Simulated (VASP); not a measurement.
# AlN (I4/mmm) in VASP: a series of runs, part 2 of 3

VASP 6.6.1.

### 3 Single point, PBEsol (strain -0.0200 x Voigt [0, 0, 1, 0, 0, 0])

Contents of INCAR:

```
ALGO     = Normal         # electronic algorithm
EDIFF    = 1E-6           # SCF threshold, eV
ENCUT    = 520            # plane-wave cutoff, eV
GGA      = PS             # functional
ISIF     = 2              # what is computed and relaxed
ISMEAR   = 0              # smearing method
LASPH    = T              # aspherical terms in the spheres
LCHARG   = T              # write CHGCAR
LELF     = T              # ELF
LREAL    = F              # projectors in reciprocal space
LVHAR    = T            
LWAVE    = F              # write WAVECAR
NBANDS   = 11             # bands
NELM     = 100            # most SCF steps
PREC     = Accurate       # precision mode
SIGMA    = 0.05           # smearing width, eV
```

Contents of KPOINTS:

```
k-points
0
Gamma
  10 10 10
```

Contents of POSCAR:

```
AlN
1.0
    0.0000000000      2.0345180000      1.9938276400
    2.0345180000      0.0000000000      1.9938276400
    2.0345180000      2.0345180000      0.0000000000
Al N
1 1
Direct
    0.5000000000      0.5000000000      0.5000000000
    0.0000000000      0.0000000000      0.0000000000
```

Potentials or basis: VASP PAW PBE potentials, release 64 (Al, N).

Started as:

```
$ cat potpaw_PBE.64/Al/POTCAR potpaw_PBE.64/N/POTCAR > POTCAR
$ mpirun -np 1 vasp_std > vasp.out
```

OUTCAR:

```text
EDIFF = 1E-6
   ENCUT = 520
   GGA = PS
   ISIF = 2
   ISMEAR = 0
   LASPH = T
   LREAL = F
   NELM = 100
   PREC = Accurate

 ion  position               nearest neighbor table
   1  0.500  0.500  0.500-   2 1.99   2 1.99   2 2.03   2 2.03   2 2.03   2 2.03
   2  0.000  0.000  0.000-   1 1.99   1 1.99   1 2.03   1 2.03   1 2.03   1 2.03

  LATTYP: Found a body centered tetragonal cell.
 ALAT       =     2.8772429485
 C/A-ratio  =     1.3859292911

  Lattice vectors:

 A1 = (   0.0000000000,  -2.0345180000,  -1.9938276400)
 A2 = (   0.0000000000,   2.0345180000,  -1.9938276400)
 A3 = (   2.0345180000,   0.0000000000,   1.9938276400)

Analysis of symmetry for initial positions (statically):
=====================================================================
 Subroutine PRICEL returns:
 Original cell was already a primitive cell.

 Routine SETGRP: Setting up the symmetry group for a
 body centered tetragonal supercell.

 Subroutine GETGRP returns: Found 16 space group operations
 (whereof 16 operations were pure point group operations)
 out of a pool of 16 trial point group operations.

The static configuration has the point symmetry D_4h.

Analysis of symmetry for dynamics (positions and initial velocities):
=====================================================================
 Subroutine PRICEL returns:
 Original cell was already a primitive cell.

 Routine SETGRP: Setting up the symmetry group for a
 body centered tetragonal supercell.

 Subroutine GETGRP returns: Found 16 space group operations
 (whereof 16 operations were pure point group operations)
 out of a pool of 16 trial point group operations.

The dynamic configuration has the point symmetry D_4h.

 Subroutine INISYM returns: Found 16 space group operations
 (whereof 16 operations are pure point group operations),
 and found     1 'primitive' translations

----------------------------------------------------------------------------------------

                                     Primitive cell

  volume of cell :      16.5060

  direct lattice vectors                    reciprocal lattice vectors
     0.000000000  2.034518000  1.993827640    -0.245758455  0.245758455  0.250773933
     2.034518000  0.000000000  1.993827640     0.245758455 -0.245758455  0.250773933
     2.034518000  2.034518000  0.000000000     0.245758455  0.245758455 -0.250773933

  length of vectors
     2.848615831  2.848615831  2.877242948     0.428581383  0.428581383  0.428581383

  position of ions in fractional coordinates (direct lattice)
     0.500000000  0.500000000  0.500000000
     0.000000000  0.000000000  0.000000000

  ion indices of the primitive-cell ions
   primitive index   ion index
                 1           1
                 2           2

----------------------------------------------------------------------------------------

 KPOINTS: k-points

Automatic generation of k-mesh.
 Grid dimensions read from file:
 generate k-points for:   10   10   10

 Generating k-lattice:

  Cartesian coordinates                     Fractional coordinates (reciprocal lattice)
    -0.024575845  0.024575845  0.025077393     0.100000000  0.000000000  0.000000000
     0.024575845 -0.024575845  0.025077393     0.000000000  0.100000000  0.000000000
     0.024575845  0.024575845 -0.025077393     0.000000000  0.000000000  0.100000000

  Length of vectors
     0.042858138  0.042858138  0.042858138

  Shift w.r.t. Gamma in fractional coordinates (k-lattice)
     0.000000000  0.000000000  0.000000000

 Subroutine IBZKPT returns following result:
 ===========================================

 Found    102 irreducible k-points:

 Following reciprocal coordinates:
            Coordinates               Weight
  0.000000  0.000000  0.000000      1.000000
  0.100000  0.000000  0.000000      8.000000
  0.200000  0.000000  0.000000      8.000000
  0.300000  0.000000  0.000000      8.000000
  0.400000  0.000000  0.000000      8.000000
  0.500000  0.000000  0.000000      4.000000
[... 16 lines left out ...]
  0.300000  0.300000  0.000000      2.000000
  0.400000  0.300000  0.000000      8.000000
 [... further k-points ...]
   k-points           NKPTS =    102   k-points in BZ     NKDIM =    102   number of bands    NBANDS=     11
   number of dos      NEDOS =    301   number of ions     NIONS =      2
   total plane-waves  NPLWV =  13824
   dimension x,y,z NGX =    24 NGY =   24 NGZ =   24
   dimension x,y,z NGXF=    48 NGYF=   48 NGZF=   48
   ions per type =               1   1
   NGX,Y,Z   is equivalent  to a cutoff of  14.01, 14.01, 13.87 a.u.
   NGXF,Y,Z  is equivalent  to a cutoff of  28.01, 28.01, 27.73 a.u.
 SYSTEM =  unknown system
   PREC   = accura    normal or accurate (medium, high low for compatibility)
   ISTART =      0    job   : 0-new  1-cont  2-samecut
   ICHARG =      2    charge: 1-file 2-atom 10-const
   ISPIN  =      1    spin polarized calculation?
   LNONCOLLINEAR =      F non collinear calculations
   LSORBIT =      F    spin-orbit coupling
   LASPH  =      T    aspherical Exc in radial PAW
   ENCUT  =  520.0 eV  38.22 Ry    6.18 a.u.   5.30  5.30  5.35*2*pi/ulx,y,z
   NELM   =    100;   NELMIN=  2; NELMDL= -5     # of ELM steps
   EDIFF  = 0.1E-05   stopping-criterion for ELM
   LREAL  =      F    real-space projection
   EDIFFG = 0.1E-04   stopping-criterion for IOM
   NSW    =      0    number of steps for IOM
   IBRION =     -1    ionic relax: 0-MD 1-quasi-New 2-CG
   NFREE  =      0    steps in history (QN), initial steepest desc. (CG)
   ISIF   =      2    stress and relaxation
   ISYM   =      2    0-nonsym 1-usesym 2-fastsym
   POTIM  = 0.5000    time-step for ionic-motion
   TEBEG  =    0.0;   TEEND  =   0.0 temperature during run
   PSTRESS=    0.0 pullay stress
   NELECT =       8.0000    total number of electrons
   NUPDOWN=      -1.0000    fix difference up-down
   EMIN   =  10.00;   EMAX   =-10.00  energy-range for DOS
   EFERMI =   0.00;   METHOD = LEGACY
   ISMEAR =     0;   SIGMA  =   0.05  broadening in eV -4-tet -1-fermi 0-gaus
   EFERMI_NEDOS =   21; number of points for ismear=-14 and -15
   IALGO  =     38    algorithm
   IMIX   =      4    mixing-type and parameters
     AMIX     =   0.40;   BMIX     =  1.00
     AMIX_MAG =   1.60;   BMIX_MAG =  1.00
  volume/ion in A,a.u.               =       8.25        55.69
  Fermi-wavevector in a.u.,A,eV,Ry     =   1.285952  2.430096 22.499564  1.653671
  Thomas-Fermi vector in A             =   2.418055
   LORBIT       =      0    0 simple, 1 ext, 2 COOP (PROOUT), +10 PAW based schemes
   GGA     = PS    functional components
   LHFCALC =     F    Hartree Fock is set to
   AEXX    =    0.0000 exact exchange contribution
   IVDW    =     0    specifies the selected vdW correction
   LEPSILON=     F    determine dielectric tensor
   LRPA    =     F    only Hartree local field effects (RPA)
 non-spin polarized calculation
 Gauss-broadening in eV      SIGMA  =   0.05
  energy-cutoff  :      520.00
  volume of cell :       16.51
 maximum number of plane-waves:       457
 NGX is ok and might be reduce to    24
   NGX = 11   NGY = 11   NGZ = 11

 number of electron       7.9999999 magnetization

 Free energy of the ion-electron system (eV)
  ---------------------------------------------------
  ext. energy  EPLUGINS =         0.00000000
  ---------------------------------------------------
  free energy    TOTEN  =       -15.44461758 eV

  energy without entropy =      -15.44461758  energy(sigma->0) =      -15.44461758

 E-fermi :  10.1636     XC(G=0): -12.4572

 val. band max:        9.9494740733   @ k =   0.0000   0.0000   0.0000
 cond. band min:      14.3475608979   @ k =   0.5000   0.5000   0.0000
 fundamental gap:      4.3980868246
 Fermi energy:        10.1635772514

 k-point     1 :       0.0000    0.0000    0.0000
  band No.  band energies     occupation
      1      -7.6605      2.00000
      2       9.8002      2.00000
      3       9.9495      2.00000
      4       9.9495      2.00000
      5      15.5800      0.00000
      6      21.8458      0.00000
      7      21.8458      0.00000
      8      22.1152      0.00000
      9      27.0190      0.00000
     10      27.2647      0.00000
     11      27.9422      0.00000
[... 309 lines left out ...]
 k-point    24 :       0.4000    0.3000    0.0000
  band No.  band energies     occupation
      1      -4.5389      2.00000
      2       4.0185      2.00000
      3       7.0346      2.00000
      4       7.5166      2.00000
      5      15.8976      0.00000
      6      16.6149      0.00000
      7      22.1854      0.00000
      8      25.2686      0.00000
      9      26.0718      0.00000
     10      31.5224      0.00000
     11      34.6643      0.00000

 [... further k-points ...]
[... 5 lines left out ...]
  --------------------------------------------------------------------------------------
  -------------------------------------------------------------------------------------
  Total       -0.1271619     -0.1271619      0.5016603      0.0000000      0.0000000      0.0000000
  in kB      -12.3431788    -12.3431788     48.6944713      0.0000000      0.0000000      0.0000000
  external PRESSURE =       8.0027045 kB  Pullay stress =       0.0000000 kB

 VOLUME and BASIS-vectors are now :
 -----------------------------------------------------------------------------
  energy-cutoff  :      520.00
  volume of cell :       16.51
      direct lattice vectors                 reciprocal lattice vectors
     0.000000000  2.034518000  1.993827640    -0.245758455  0.245758455  0.250773933
     2.034518000  0.000000000  1.993827640     0.245758455 -0.245758455  0.250773933
     2.034518000  2.034518000  0.000000000     0.245758455  0.245758455 -0.250773933

 POSITION                                       TOTAL-FORCE (eV/Angst)
 -----------------------------------------------------------------------------------
      2.03452      2.03452      1.99383        -0.000000      0.000000      0.000000
      0.00000      0.00000      0.00000         0.000000     -0.000000     -0.000000
 -----------------------------------------------------------------------------------
    total drift:                                0.000000     -0.000000     -0.000000

  FREE ENERGIE OF THE ION-ELECTRON SYSTEM (eV)
  ---------------------------------------------------
  free  energy   TOTEN  =       -15.4446175843 eV

  energy  without entropy=      -15.4446175843  energy(sigma->0) =      -15.44461758
```

Run time: 26 s. Hardware: 1 thread of Intel Xeon 8259CL, shared host; peak memory 0.14 GiB.

What came out:

```
Free energy            : -15.4446 eV
Pressure               : 0.8 GPa
Band gap on the k mesh : 4.40 eV, indirect (least direct gap 5.63 eV)
```

Caveat: the cell differs from its parent crystal (strain -0.0200 x Voigt [0, 0, 1, 0, 0, 0]); the PAW data sets were made with another functional, which shifts forces and pressure a little.

(Part 2 of 3 ends here.)
